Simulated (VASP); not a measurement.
## ZnO: electric field gradients with LDA

ZnO:

```
Zn O
1.0
     3.31439    0.00000    0.00000
    -1.65719    2.87034    0.00000
     0.00000    0.00000    5.20380
Zn O
2 2
Direct
  0.33333 0.66667 0.00000
  0.66667 0.33333 0.50000
  0.33333 0.66667 0.38210
  0.66667 0.33333 0.88210
```

This cell differs from its parent crystal: equal xx and yy strain of +2 %.

```yaml
Program: VASP 6.6.1
Task: electric field gradients
Functional: LDA
Potentials_or_basis: VASP PAW LDA potentials, release 64 (Zn, O)
Cutoff: 520 eV
k_mesh: 11 × 11 × 6
Occupations: fermi-dirac, width 0.02 eV
Spin: no spin polarisation
Dipole_correction: no
Further_INCAR_settings: ALGO = Normal; EDIFF = 1e-08; NBANDS = 26
```

```
Pressure               : -10.8 GPa
Largest force          : 0.082 eV/Å
Band gap on the k mesh : 0.70 eV, direct
```

Forces in eV/Å, atoms in the order of the input:
```
Zn   0.000  0.000 -0.082
Zn   0.000  0.000 -0.082
O    0.000  0.000  0.082
O    0.000  0.000  0.082
```

Stress tensor (GPa, compression positive):
```
-12.29   0.00   0.00
  0.00 -12.29   0.00
  0.00   0.00  -7.82
```

Levels at points of the mesh, in eV from the valence-band top:
| k point | band 15 | band 16 | band 17 | band 18 | band 19 | band 20 | band 21 | band 22 |
| --- | --- | --- | --- | --- | --- | --- | --- | --- |
| (0.00, 0.00, 0.00) | -0.80 | -0.03 | 0.00 | 0.00 | 0.70 | 4.88 | 8.17 | 12.28 |
| (0.00, 0.00, 0.50) | -0.39 | -0.39 | -0.39 | -0.39 | 3.33 | 3.33 | 9.91 | 9.91 |

Electric field gradients, principal values (V/Å²):
```
atom  least  middle  greatest (by size)
1 Zn  0.846   0.856              -1.702
2 Zn  0.846   0.856              -1.702
 3 O  2.858   2.861              -5.719
 4 O  2.858   2.861              -5.719
```

Wall time 120 s on 1 thread of Intel(R) Xeon(R) Platinum 8259CL CPU @ 2.50GHz (Skylake/Cascade Lake) (shared host), peak memory 0.19 GiB.

Caveat: the cell differs from its parent crystal (equal xx and yy strain of +2 %); without QUAD_EFG the Cq values of the log hold for a quadrupole moment of 1 mb, not for the nuclei.
